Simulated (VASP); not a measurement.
Pt:

```
CELL_PARAMETERS angstrom
-1.56281 1.56281 1.56281
1.56281 -1.56281 1.56281
1.56281 1.56281 -1.56281
ATOMIC_POSITIONS crystal
Pt 0.00000 0.00000 0.00000
```

Base run:

```yaml
Program: VASP 6.6.1
Functional: r2SCAN
Potentials_or_basis: VASP PAW PBE potentials, release 64 (Pt)
Cutoff: 520 eV
k_mesh: 12 × 12 × 12
Occupations: fermi-dirac, width 0.05 eV
Spin: no spin polarisation
```

Its results: band gap on the k mesh zero (band 5 reaches 11.71 eV, above the bottom of band 6 at 9.24 eV); pressure 4.0 GPa.

The run is repeated on the same cell with these changes: functional from r2SCAN to PBEsol; further incar settings from ALGO = Normal; EDIFF = 1e-07; NBANDS = 11 to ALGO = Fast; EDIFF = 1e-07; NBANDS = 11. What comes out?

Band gap on the k mesh zero (band 5 reaches 11.73 eV, above the bottom of band 6 at 9.44 eV); pressure -1.7 GPa.

Caveats: the PAW data sets were made with another functional, which shifts forces and pressure a little; spin-orbit coupling is left out, which moves the levels of the heavy elements.
